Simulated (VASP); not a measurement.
Set up this calculation in VASP 6.6.1, as the native input.

* Task: single point
* Functional: PBEsol
* Potentials or basis: VASP PAW PBE potentials, release 64 (Zr_sv, N)
* Cutoff: 600 eV
* k mesh: 2 × 2 × 2
* Occupations: fermi-dirac, width 0.15 eV
* Spin: no spin polarisation
* Dipole correction: no
* Further INCAR settings: ALGO = Normal; EDIFF = 1e-06; NBANDS = 82

The structure of ZrN lies in POSCAR:

```
ZrN
1.0
    0.0000000000      4.6000000000      4.6000000000
    4.6000000000      0.0000000000      4.6000000000
    4.6000000000      4.6000000000      0.0000000000
Zr N
8 8
Direct
    0.2500000000      0.2500000000      0.2500000000
    0.2500000000      0.2500000000      0.7500000000
    0.2500000000      0.7500000000      0.2500000000
    0.2500000000      0.7500000000      0.7500000000
    0.7500000000      0.2500000000      0.2500000000
    0.7500000000      0.2500000000      0.7500000000
    0.7500000000      0.7500000000      0.2500000000
    0.7500000000      0.7500000000      0.7500000000
    0.0000000000      0.0000000000      0.0000000000
    0.0000000000      0.0000000000      0.5000000000
    0.0000000000      0.5000000000      0.0000000000
    0.0000000000      0.5000000000      0.5000000000
    0.5000000000      0.0000000000      0.0000000000
    0.5000000000      0.0000000000      0.5000000000
    0.5000000000      0.5000000000      0.0000000000
    0.5000000000      0.5000000000      0.5000000000
```

The input as run:

INCAR

```
SYSTEM = ZrN
  PREC = Accurate
  ENCUT = 600
  EDIFF = 1E-6
  ISMEAR = -1
  SIGMA = 0.15
  LREAL = .FALSE.
  LASPH = .TRUE.
  NELM = 120
  ALGO = Normal
  ISIF = 2
  LWAVE = .FALSE.
  LCHARG = .FALSE.
  GGA = PS
  NBANDS = 82
  GGA_COMPAT = .FALSE.
```

KPOINTS

```
Automatic mesh
0
G
  2 2 2
  0 0 0
```

Potentials or basis: VASP PAW PBE potentials, release 64 (Zr_sv, N).

Launch:

```bash
$ cat potpaw_PBE.64/Zr_sv/POTCAR potpaw_PBE.64/N/POTCAR > POTCAR
$ mpirun -np 1 vasp_std > vasp.out
```

It gave:

```yaml
Pressure: -7.3 GPa
Band_gap_on_the_k_mesh: zero (bands 68 and 69 overlap by 1.56 eV)
```

Caveat: the k points lie up to 0.59 Å⁻¹ apart, too coarse for converged energies and pressures of a metal; the PAW data sets were made with another functional, which shifts forces and pressure a little.

Run time: 100 s on 1 thread of AMD EPYC 7R13 Processor (Zen 3) (shared host), peak memory 0.37 GiB.
